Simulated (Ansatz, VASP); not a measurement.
## Pb in VASP and in Ansatz

Contents of INCAR:

```
PREC = Accurate ; ENCUT = 520
EDIFF = 1E-7 ; ISMEAR = -1
SIGMA = 0.1 ; LREAL = F
LASPH = T ; NELM = 60
ALGO = Normal ; ISIF = 2
LWAVE = F ; LCHARG = T
LELF = T ; LVHAR = T
NBANDS = 13
```

KPOINTS

```
regular mesh
0
Gamma
  11 11 11
```

Contents of POSCAR:

```
Pb
1.0
    0.0000000000      2.4375492138      2.4375492138
    2.4375492138      0.0000000000      2.4375492138
    2.4375492138      2.4375492138      0.0000000000
Pb
1
Direct
    0.0000000000      0.0000000000      0.0000000000
```

Input for Ansatz:

```yaml
crystal:
  lattice:
    - [0.0, 2.4375492138, 2.4375492138]
    - [2.4375492138, 0.0, 2.4375492138]
    - [2.4375492138, 2.4375492138, 0.0]
  atoms:
    - { symbol: Pb, position: [0.0, 0.0, 0.0] }
hamiltonian:
  xc: lda
  pseudopotentials:
    kind: paw
    azcp:
      Pb: "pseudopotentials/Pb.paw.azcp"
basis:
  ecutwfc: 500
  fft_grid_basis: typed
kpoints:
  mp_grid: { grid: [11, 11, 11], shift: [0, 0, 0] }
magnetization:
  spin_polarized: false
scf:
  occupations: { method: fermi_dirac, width: 0.1 }
  lower_state_search: "off"
output:
  stress: true
  write_density: true
  write_potential: true
  elf: true
  volumetric_format: npy
```

Alike in both runs: task single point; functional LDA; k mesh 11 × 11 × 11; occupations fermi-dirac, width 0.1 eV; no spin polarisation.

```csv
,VASP,Ansatz
version,VASP 6.6.1,Ansatz 0.2.0
potentials or method,"VASP PAW LDA potentials, release 64 (Pb_d), cutoff 520 eV","plane waves (500 eV) with PAW, scalar-relativistic"
valence electrons in the cell,14,14
```

|  | VASP | Ansatz | Ansatz less VASP |
| --- | --- | --- | --- |
| pressure (GPa) | 0.0 | 0.0 | -0.07 |

Ansatz warns that its potentials were made for another functional, while VASP's fit it. LDA's correlation is that of Perdew and Zunger in VASP and of Perdew and Wang (1992) in Ansatz.

Neither program's run includes spin-orbit coupling.
